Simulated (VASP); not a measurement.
A run of VASP 6.6.1 is set up as follows.

File INCAR:

```
SYSTEM = Ti6NO12F3
  PREC = Accurate
  ENCUT = 520
  EDIFF = 1E-6
  ISMEAR = 0
  SIGMA = 0.05
  LREAL = Auto
  LASPH = .TRUE.
  NELM = 100
  ALGO = Normal
  ISIF = 2
  LWAVE = .FALSE.
  LCHARG = .TRUE.
  GGA = PE
  LELF = .TRUE.
  LVHAR = .TRUE.
  NBANDS = 102
```

The input KPOINTS:

```
regular mesh
0
G
  3 3 1
  0 0 0
```

Contents of POSCAR:

```
Ti6NO12F3
1.0
    5.4616570000      0.0000000000      0.0000000000
    1.6042020000      5.2207510000      0.0000000000
    0.0000000000      0.0000000000     16.8044440000
Ti O N F
6 12 1 3
Direct
    0.0000000000      0.0000000000      0.0595081000
    0.3864822000      0.3864822000      0.1245818000
    0.7403188217      0.7403366501      0.1991993945
    0.1665837847      0.1665681514      0.2714442649
    0.5451812651      0.5449575100      0.3530423313
    0.9190081634      0.9185650214      0.3777118341
    0.1785187000      0.1785187000      0.1446245000
    0.0594822000      0.7134822000      0.1245818000
    0.5944457000      0.5944457000      0.1045391000
    0.7134822000      0.0594822000      0.1245818000
    0.9376564354      0.9375705069      0.2666755107
    0.8601060140      0.4611521109      0.2590764658
    0.3922887269      0.3921694506      0.2307298620
    0.4611922643      0.8600817044      0.2590718399
    0.7190430450      0.7190749893      0.4097070463
    0.6620972618      0.2314921064      0.3963037428
    0.1489212464      0.1487787805      0.3730779950
    0.2315907934      0.6618070028      0.3962370868
    0.5279840775      0.4061720854      0.5982834777
    0.2719273082      0.4269865280      0.6137050023
    0.6404452709      0.1428829630      0.6010919242
    0.6064862427      0.4825460189      0.6731296801
```

Potentials or basis: VASP PAW PBE potentials, release 64 (Ti_sv, O, N, F).

Command:

```bash
$ cat potpaw_PBE.64/Ti_sv/POTCAR potpaw_PBE.64/O/POTCAR potpaw_PBE.64/N/POTCAR potpaw_PBE.64/F/POTCAR > POTCAR
$ mpirun -np 1 vasp_std > vasp.out
```

**Question.** What does it give for the band gap on the k mesh?

**Answer.** 0.16 eV.

**Question.** What does it give for the largest force?

**Answer.** 8.254 eV/Å.

Forces on the atoms (eV/Å):
```
Ti  -1.031 -0.762  8.153
Ti   1.917  1.416  3.618
Ti   0.065  0.046 -0.115
Ti   0.018  0.013 -0.189
Ti   0.005  0.004 -0.124
Ti   0.023  0.023  0.080
O   -2.812 -2.077 -4.706
O    1.845 -0.382 -3.386
O   -0.098 -0.072 -0.441
O    0.177  1.875 -3.385
O   -0.007 -0.005 -0.062
O   -0.004 -0.062  0.055
O    0.023  0.019  0.115
O   -0.061  0.015  0.054
O    0.004  0.003  0.059
O   -0.022 -0.044  0.047
O    0.011  0.008  0.184
O   -0.046 -0.010  0.046
N    0.164  0.252 -0.347
F   -0.364  0.041  0.055
F    0.062 -0.404  0.002
F    0.128  0.102  0.287
```
